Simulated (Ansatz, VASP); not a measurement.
Si16Ge: VASP beside Ansatz

```
Si Ge
1.0
     0.00000    5.43000    5.43000
     5.43000    0.00000    5.43000
     5.43000    5.43000    0.00000
Si Ge
16 1
Direct
  0.01216 0.96554 0.01050
  0.15975 0.11294 0.11440
  0.01877 0.99747 0.48632
  0.12770 0.10651 0.63860
  0.01215 0.51182 0.01050
  0.10238 0.60191 0.19382
  0.97571 0.47520 0.57391
  0.12770 0.62722 0.63860
  0.52337 0.02286 0.93093
  0.61345 0.11286 0.11443
  0.49796 0.99749 0.48635
  0.65009 0.14956 0.55081
  0.46603 0.51176 0.01048
  0.61345 0.65928 0.11443
  0.49796 0.51821 0.48635
  0.60703 0.62723 0.63854
  0.81274 0.31228 0.06271
```

Alike in both runs: functional PBE; dispersion D3(BJ); k mesh 2 × 2 × 2; occupations gaussian, width 0.02 eV; no spin polarisation.

Ansatz relaxed the structure, and its values are those at the end. VASP's run is a single point on that final structure, the one shown.

```csv
,VASP,Ansatz
version,VASP 6.6.1,Ansatz 0.2.0
potentials or method,"VASP PAW PBE potentials, release 64 (Si, Ge_d), cutoff 520 eV","scalar-relativistic, plane waves, PAW"
valence electrons in the cell,78,78
```

Ansatz gave:

| Quantity | Value |
| --- | --- |
| rms of the force components (eV/Å) | 0.008 |

Problem. Which values does VASP return?

Solution. rms of the force components (eV/Å): 0.007.

The k mesh is coarse, so the values compare programs but aren't converged.
